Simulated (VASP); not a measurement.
# Ir (P6_3/mmc) in VASP: further runs

The runs below take Ir through relaxation of cell and atoms, with LDA.

Program: VASP 6.6.1. These are calculated values, not measurements. Logs are shortened: lines on timing, memory, paths and dates and some standing lists are left out, and cuts for length are marked.

### 1 The cell of the first run

It takes space group P6_3/mmc (No. 194, hexagonal). The conventional cell has a = 2.399 Å, b = 2.399 Å, c = 3.887 Å, α = 90.00°, β = 90.00°, γ = 120.00°. Ir (site symmetry -6m2) has 12 Ir at 2.39 to 2.40 Å within 3.2 Å.

This isn't the form of Ir at room conditions, which is fcc.

### 2 Relaxation of cell and atoms, LDA, target pressure 340 GPa, at which the enthalpy is minimised

INCAR

```
PREC = Accurate ; ENCUT = 600
EDIFF = 1E-6 ; ISMEAR = -1
SIGMA = 0.08 ; LREAL = False
LASPH = True ; NELM = 80
ALGO = Normal ; ISIF = 3
LWAVE = False ; LCHARG = False
GGA = CA ; IBRION = 2
NSW = 60 ; EDIFFG = -0.005
PSTRESS = 3400.0
```

KPOINTS

```
Automatic mesh
0
Gamma
  18 18 10
```

POSCAR

```
Ir
1.0
    2.3993437128      0.0000000000      0.0000000000
   -1.1996718564      2.0778926077      0.0000000000
    0.0000000000      0.0000000000      3.8869368147
Ir
2
Direct
    0.3333333333      0.6666666667      0.2500000000
    0.6666666667      0.3333333333      0.7500000000
```

Potentials or basis: VASP PAW LDA potentials, release 64 (Ir).

Command:

```
$ cat potpaw_LDA.64/Ir/POTCAR > POTCAR
$ mpirun -np 1 vasp_std > vasp.out
```

OUTCAR:

```text
PREC = Accurate
   ENCUT = 600
   EDIFF = 1E-6
   ISMEAR = -1
   LREAL = False
   LASPH = True
   NELM = 80
   ISIF = 3
   GGA = CA
   IBRION = 2
   NSW = 60
   EDIFFG = -0.005
   PSTRESS = 3400.0

 ion  position               nearest neighbor table
   1  0.333  0.667  0.250-   2 2.39   2 2.39   2 2.39   2 2.39   2 2.39   2 2.39   2 3.38   2 3.38
                             2 3.38   2 3.38   2 3.38   2 3.38
   2  0.667  0.333  0.750-   1 2.39   1 2.39   1 2.39   1 2.39   1 2.39   1 2.39   1 3.38   1 3.38
                             1 3.38   1 3.38   1 3.38   1 3.38

  LATTYP: Found a hexagonal cell.
 ALAT       =     2.3993437128
 C/A-ratio  =     1.6200000000

  Lattice vectors:

 A1 = (   2.3993437128,   0.0000000000,   0.0000000000)
 A2 = (  -1.1996718564,   2.0778926077,   0.0000000000)
 A3 = (   0.0000000000,   0.0000000000,   3.8869368147)

Analysis of symmetry for initial positions (statically):
=====================================================================
 Subroutine PRICEL returns:
 Original cell was already a primitive cell.

 Routine SETGRP: Setting up the symmetry group for a
 hexagonal supercell.

 Subroutine GETGRP returns: Found 24 space group operations
 (whereof 12 operations were pure point group operations)
 out of a pool of 24 trial point group operations.

The static configuration has the point symmetry D_3d.
 The point group associated with its full space group is D_6h.

Analysis of symmetry for dynamics (positions and initial velocities):
=====================================================================
 Subroutine PRICEL returns:
 Original cell was already a primitive cell.

 Routine SETGRP: Setting up the symmetry group for a
 hexagonal supercell.

 Subroutine GETGRP returns: Found 24 space group operations
 (whereof 12 operations were pure point group operations)
 out of a pool of 24 trial point group operations.

The dynamic configuration has the point symmetry D_3d.
 The point group associated with its full space group is D_6h.

 Subroutine INISYM returns: Found 24 space group operations
 (whereof 12 operations are pure point group operations),
 and found     1 'primitive' translations

----------------------------------------------------------------------------------------

                                     Primitive cell

  volume of cell :      19.3786

  direct lattice vectors                    reciprocal lattice vectors
     2.399343713  0.000000000  0.000000000     0.416780637  0.240628413  0.000000000
    -1.199671856  2.077892608  0.000000000     0.000000000  0.481256825  0.000000000
     0.000000000  0.000000000  3.886936815     0.000000000  0.000000000  0.257271998

  length of vectors
     2.399343713  2.399343713  3.886936815     0.481256825  0.481256825  0.257271998

  position of ions in fractional coordinates (direct lattice)
     0.333333333  0.666666667  0.250000000
     0.666666667  0.333333333  0.750000000

  ion indices of the primitive-cell ions
   primitive index   ion index
                 1           1
                 2           2

----------------------------------------------------------------------------------------

 KPOINTS: Automatic mesh

Automatic generation of k-mesh.
 Grid dimensions read from file:
 generate k-points for:   18   18   10

 Generating k-lattice:

  Cartesian coordinates                     Fractional coordinates (reciprocal lattice)
     0.023154480  0.013368245  0.000000000     0.055555556  0.000000000  0.000000000
     0.000000000  0.026736490  0.000000000     0.000000000  0.055555556  0.000000000
     0.000000000  0.000000000  0.025727200     0.000000000  0.000000000  0.100000000

  Length of vectors
     0.026736490  0.026736490  0.025727200

  Shift w.r.t. Gamma in fractional coordinates (k-lattice)
     0.000000000  0.000000000  0.000000000

 Subroutine IBZKPT returns following result:
 ===========================================

 Found    222 irreducible k-points:

 Following reciprocal coordinates:
            Coordinates               Weight
  0.000000  0.000000  0.000000      1.000000
  0.055556  0.000000  0.000000      6.000000
  0.111111  0.000000  0.000000      6.000000
  0.166667  0.000000  0.000000      6.000000
  0.222222 -0.000000  0.000000      6.000000
  0.277778  0.000000  0.000000      6.000000
[... 16 lines left out ...]
  0.333333  0.111111  0.000000     12.000000
  0.388889  0.111111  0.000000     12.000000
 [... further k-points ...]
   k-points           NKPTS =    222   k-points in BZ     NKDIM =    222   number of bands    NBANDS=     13
   number of dos      NEDOS =    301   number of ions     NIONS =      2
   total plane-waves  NPLWV =  12800
   dimension x,y,z NGX =    20 NGY =   20 NGZ =   32
   dimension x,y,z NGXF=    40 NGYF=   40 NGZF=   64
   ions per type =               2
   NGX,Y,Z   is equivalent  to a cutoff of  13.86, 13.86, 13.69 a.u.
   NGXF,Y,Z  is equivalent  to a cutoff of  27.72, 27.72, 27.37 a.u.
 SYSTEM =  unknown system
   PREC   = accura    normal or accurate (medium, high low for compatibility)
   ISTART =      0    job   : 0-new  1-cont  2-samecut
   ICHARG =      2    charge: 1-file 2-atom 10-const
   ISPIN  =      1    spin polarized calculation?
   LNONCOLLINEAR =      F non collinear calculations
   LSORBIT =      F    spin-orbit coupling
   LASPH  =      T    aspherical Exc in radial PAW
   ENCUT  =  600.0 eV  44.10 Ry    6.64 a.u.   4.79  4.79  7.76*2*pi/ulx,y,z
   NELM   =     80;   NELMIN=  2; NELMDL= -5     # of ELM steps
   EDIFF  = 0.1E-05   stopping-criterion for ELM
   LREAL  =      F    real-space projection
   EDIFFG = -.5E-02   stopping-criterion for IOM
   NSW    =     60    number of steps for IOM
   IBRION =      2    ionic relax: 0-MD 1-quasi-New 2-CG
   NFREE  =      1    steps in history (QN), initial steepest desc. (CG)
   ISIF   =      3    stress and relaxation
   ISYM   =      2    0-nonsym 1-usesym 2-fastsym
   POTIM  = 0.5000    time-step for ionic-motion
   TEBEG  =    0.0;   TEEND  =   0.0 temperature during run
   PSTRESS= 3400.0 pullay stress
   NELECT =      18.0000    total number of electrons
   NUPDOWN=      -1.0000    fix difference up-down
   EMIN   =  10.00;   EMAX   =-10.00  energy-range for DOS
   EFERMI =   0.00;   METHOD = LEGACY
   ISMEAR =    -1;   SIGMA  =   0.08  broadening in eV -4-tet -1-fermi 0-gaus
   EFERMI_NEDOS =   21; number of points for ismear=-14 and -15
   IALGO  =     38    algorithm
   IMIX   =      4    mixing-type and parameters
     AMIX     =   0.40;   BMIX     =  1.00
     AMIX_MAG =   1.60;   BMIX_MAG =  1.00
  volume/ion in A,a.u.               =       9.69        65.39
  Fermi-wavevector in a.u.,A,eV,Ry     =   1.597318  3.018493 34.714231  2.551424
  Thomas-Fermi vector in A             =   2.694943
   LORBIT       =      0    0 simple, 1 ext, 2 COOP (PROOUT), +10 PAW based schemes
   GGA     = CA    functional components
   LHFCALC =     F    Hartree Fock is set to
   AEXX    =    0.0000 exact exchange contribution
   IVDW    =     0    specifies the selected vdW correction
   LEPSILON=     F    determine dielectric tensor
   LRPA    =     F    only Hartree local field effects (RPA)
 conjugate gradient relaxation of ions
 non-spin polarized calculation
  energy-cutoff  :      600.00
  volume of cell :       19.38
 maximum number of plane-waves:       662
 NGX is ok and might be reduce to    20
   NGX =  9   NGY =  9   NGZ = 15

--------------------------------------- Ionic step        1  -------------------------------------------

 number of electron      18.0000001 magnetization

 Free energy of the ion-electron system (eV)
  ---------------------------------------------------
  ext. energy  EPLUGINS =         0.00000000
  ---------------------------------------------------
  free energy    TOTEN  =       -13.70700886 eV

  energy without entropy =      -13.68228273  energy(sigma->0) =      -13.69464579

------------------------ aborting loop because EDIFF is reached ----------------------------------------

  FORCE on cell =-STRESS in cart. coord.  units (eV):
  Direction    XX          YY          ZZ          XY          YZ          ZX
  --------------------------------------------------------------------------------------
  -------------------------------------------------------------------------------------
  Total       43.1831247     43.1831247     44.4144169     -0.0000000     -0.0000000      0.0000000
  in kB     3570.2744481   3570.2744481   3672.0746560     -0.0000000     -0.0000000      0.0000000
  external PRESSURE =     204.2078507 kB  Pullay stress =    3400.0000000 kB

 VOLUME and BASIS-vectors are now :
 -----------------------------------------------------------------------------
  energy-cutoff  :      600.00
  volume of cell :       19.38
      direct lattice vectors                 reciprocal lattice vectors
     2.399343713  0.000000000  0.000000000     0.416780637  0.240628413  0.000000000
    -1.199671856  2.077892608  0.000000000     0.000000000  0.481256825  0.000000000
     0.000000000  0.000000000  3.886936815     0.000000000  0.000000000  0.257271998
[... 160 lines left out ...]
  FREE ENERGIE OF THE ION-ELECTRON SYSTEM (eV)
  ---------------------------------------------------
  free  energy   TOTEN  =       -14.1270759231 eV

  energy  without entropy=      -14.1022121753  energy(sigma->0) =      -14.11464405

  enthalpy is  TOTEN    =        27.4091656654 eV   P V=       41.5362415885

--------------------------------------- Ionic step        6  -------------------------------------------

 number of electron      17.9999999 magnetization

 Free energy of the ion-electron system (eV)
  ---------------------------------------------------
  ext. energy  EPLUGINS =         0.00000000
  ---------------------------------------------------
  free energy    TOTEN  =       -14.19404303 eV

  energy without entropy =      -14.16879956  energy(sigma->0) =      -14.18142129

 E-fermi :  18.2978     XC(G=0): -16.3357

 val. band max:       18.2897368548   @ k =   0.3333   0.2778   0.1000
 cond. band min:      18.3069294099   @ k =   0.3889   0.1667   0.1000
 fundamental gap:      0.0171925551
 Fermi energy:        18.2978182139

 k-point     1 :       0.0000    0.0000    0.0000
  band No.  band energies     occupation
      1       2.6901      2.00000
      2       5.1964      2.00000
      3      11.2538      2.00000
      4      11.4527      2.00000
      5      11.4527      2.00000
      6      12.6507      2.00000
      7      12.6507      2.00000
      8      14.1471      2.00000
      9      14.1471      2.00000
     10      16.8937      2.00000
     11      18.6936      0.01411
     12      18.6936      0.01411
     13      29.3256      0.00000

 k-point     2 :       0.0556    0.0000    0.0000
  band No.  band energies     occupation
      1       2.8796      2.00000
      2       5.3716      2.00000
      3      10.8630      2.00000
      4      11.6252      2.00000
      5      11.7870      2.00000
      6      12.5234      2.00000
      7      12.8169      2.00000
      8      13.8775      2.00000
      9      13.9965      2.00000
     10      15.8355      2.00000
     11      18.8022      0.00365
[... 339 lines left out ...]
 k-point    24 :       0.3889    0.1111    0.0000
  band No.  band energies     occupation
      1       6.0736      2.00000
      2       6.6036      2.00000
      3       7.1454      2.00000
      4      10.8613      2.00000
      5      12.1599      2.00000
      6      12.2426      2.00000
      7      13.2037      2.00000
      8      18.6276      0.03190
      9      19.4981      0.00000
     10      19.7552      0.00000
     11      22.8413      0.00000
     12      27.2780      0.00000
     13      29.5213      0.00000

 [... further k-points ...]

------------------------ aborting loop because EDIFF is reached ----------------------------------------

  FORCE on cell =-STRESS in cart. coord.  units (eV):
  Direction    XX          YY          ZZ          XY          YZ          ZX
  --------------------------------------------------------------------------------------
  -------------------------------------------------------------------------------------
  Total       41.5979196     41.5979196     41.5943414     -0.0000000     -0.0000000     -0.0000000
  in kB     3400.3201268   3400.3201268   3400.0276305     -0.0000000     -0.0000000     -0.0000000
  external PRESSURE =       0.2226280 kB  Pullay stress =    3400.0000000 kB

 VOLUME and BASIS-vectors are now :
 -----------------------------------------------------------------------------
  energy-cutoff  :      600.00
  volume of cell :       19.60
      direct lattice vectors                 reciprocal lattice vectors
     2.403260418 -0.000000000  0.000000000     0.416101390  0.240236249  0.000000000
    -1.201630209  2.081284574 -0.000000000    -0.000000000  0.480472499  0.000000000
    -0.000000000 -0.000000000  3.918592373    -0.000000000  0.000000000  0.255193678

 POSITION                                       TOTAL-FORCE (eV/Angst)
 -----------------------------------------------------------------------------------
     -0.00000      1.38752      0.97965         0.000000      0.000000      0.000000
      1.20163      0.69376      2.93894        -0.000000     -0.000000      0.000000
 -----------------------------------------------------------------------------------
    total drift:                                0.000000     -0.000000     -0.000000

  FREE ENERGIE OF THE ION-ELECTRON SYSTEM (eV)
  ---------------------------------------------------
  free  energy   TOTEN  =       -14.1940430307 eV

  energy  without entropy=      -14.1687995558  energy(sigma->0) =      -14.18142129

  enthalpy is  TOTEN    =        27.3999603205 eV   P V=       41.5940033512

 reached required accuracy - stopping structural energy minimisation
```

Run time: 4.5 min. Hardware: 1 thread of Intel Xeon 8259CL, shared host; peak memory 0.19 GiB.

What came out:

```yaml
Free_energy: -14.1940 eV
Relaxed_volume: 9.80 Å³/atom
Relaxed_cell: a = 2.403 Å, b = 2.403 Å, c = 3.919 Å, α = 90.00°, β = 90.00°, γ = 120.00°
Space_group_after_relaxing_to_0.1_Å: P6_3/mmc (No. 194)
Energy_change_on_relaxing_the_run_minimises_the_enthalpy: -243.5 meV/atom
Ionic_steps: 6
Pressure_after_relaxing: 340.0 GPa
Band_gap_on_the_k_mesh: zero (bands 9 and 10 overlap by 6.13 eV)
```

Step by step:
```
step  energy change (eV)  largest force (eV/Å)  pressure (GPa)  volume (Å³)
   1              0.0000                0.0000          360.42        19.38
   2             -5.1835                0.0000          126.17        23.05
   3             -0.5587                0.0000          337.03        19.63
   4             -0.5063                0.0000          339.23        19.61
   5             -0.4201                0.0000          342.44        19.57
   6             -0.4870                0.0000          340.02        19.60
```

Final structure:
```
Ir
1.0
     2.40326    0.00000    0.00000
    -1.20163    2.08128    0.00000
     0.00000    0.00000    3.91859
Ir
2
Cartesian
  0.0000 1.3875 0.9796
  1.2016 0.6938 2.9389
```

Caveat: the cell is relaxed towards a set pressure, so the run minimises the enthalpy, not the energy; spin-orbit coupling is left out, which moves the levels of the heavy elements.

[end of part 1 of 2]
